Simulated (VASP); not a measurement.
Na2N: single point with PBE

Na2N:

```
Na N
1.0
     0.00000    2.93290    2.93290
     2.93290    0.00000    2.93290
     2.93290    2.93290    0.00000
Na N
2 1
Direct
  0.25000 0.25000 0.25000
  0.75000 0.75000 0.75000
  0.00000 0.00000 0.00000
```

The cell was built from a structure type or drawn by symmetry, and may not be a known phase.

* Program: VASP 6.6.1
* Task: single point
* Functional: PBE
* Potentials or basis: VASP PAW PBE potentials, release 64 (Na_pv, N)
* Cutoff: 520 eV
* k mesh: 14 × 14 × 14
* Occupations: gaussian, width 0.1 eV
* Spin: collinear spin, ferromagnetic start
* Starting moments: [0.0, 0.0, 1.01] μB

The pressure is 0.0 GPa. The band gap on the k mesh is zero (filled and empty bands overlap). The net moment is 1.00 μB per cell. The site moments are Na -0.01; N +0.68 μB and the valence electrons inside the program's atomic spheres are Na 6.08; N 3.48.

Levels at points of the mesh, in eV from the Fermi level:
Spin up:
| k point | band 6 | band 7 | band 8 | band 9 | band 10 | band 11 | band 12 | band 13 | band 14 | band 15 |
| --- | --- | --- | --- | --- | --- | --- | --- | --- | --- | --- |
| (0.00, 0.00, 0.00) | -22.96 | -12.47 | -0.91 | -0.91 | -0.91 | 1.19 | 10.10 | 10.10 | 10.10 | 11.71 |
| (0.50, 0.00, 0.00) | -23.03 | -12.21 | -2.41 | -0.98 | -0.98 | 4.91 | 5.04 | 8.56 | 8.56 | 12.44 |
| (0.50, 0.50, 0.00) | -22.93 | -12.13 | -2.19 | -1.23 | -1.23 | 3.44 | 7.32 | 7.83 | 9.53 | 9.53 |
Spin down:
```csv
k point,band 6,band 7,band 8,band 9,band 10,band 11,band 12,band 13
"(0.00, 0.00, 0.00)",-22.97,-11.18,0.31,0.31,0.31,1.20,10.14,10.14
"(0.50, 0.00, 0.00)",-23.04,-10.86,-1.68,0.23,0.23,5.01,5.35,8.52
"(0.50, 0.50, 0.00)",-22.93,-10.76,-1.31,-0.11,-0.11,3.18,7.86,7.86
```

Wall time 2.9 min on 1 thread of Intel(R) Xeon(R) Platinum 8488C (Sapphire Rapids), on a shared host, peak memory 0.28 GiB.
